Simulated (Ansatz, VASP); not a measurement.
**Two plane-wave programs on PbSe**

```
Pb Se
1.0
     0.00000    3.06215    3.06215
     3.06215    0.00000    3.06215
     3.06215    3.06215    0.00000
Pb Se
1 1
Direct
  0.00000 0.00000 0.00000
  0.52449 0.47551 0.47551
```

Change from the starting cell: all Se atoms moved -0.150 Å, as atom 2 along Cartesian [1 0 0].

Alike in both runs: task single point; functional PBE; k mesh 10 × 10 × 10; occupations gaussian, width 0.03 eV; no spin polarisation.

|  | VASP | Ansatz |
| --- | --- | --- |
| version | VASP 6.6.1 | Ansatz 0.2.0 |
| potentials or method | VASP PAW PBE potentials, release 64 (Pb_d, Se), cutoff 520 eV | scalar-relativistic, plane waves, PAW |
| valence electrons in the cell | 20 | 30 |

Ansatz gave:

- gap on the k mesh at the Fermi level (eV): 0.53
- least direct gap on the mesh (eV): 0.53
- pressure (GPa): 2.7
- traceless stress, the component that is largest in VASP (GPa): 0.64
- rms of the force components (eV/Å): 0.083

What did VASP give for the same quantities?

gap on the k mesh at the Fermi level (eV): 0.54; least direct gap on the mesh (eV): 0.54; pressure (GPa): 2.7; traceless stress, the component that is largest in VASP (GPa): 0.64; rms of the force components (eV/Å): 0.085.

Atom by atom the forces differ by 0.002 eV/Å (rms over components). The functional is the same, so the differences come from potentials, cutoffs and numerics. VASP's potentials hold 20 valence electrons a cell and Ansatz's 30, so a difference there can come from the potentials and not from the codes.

Spin-orbit coupling is off throughout.
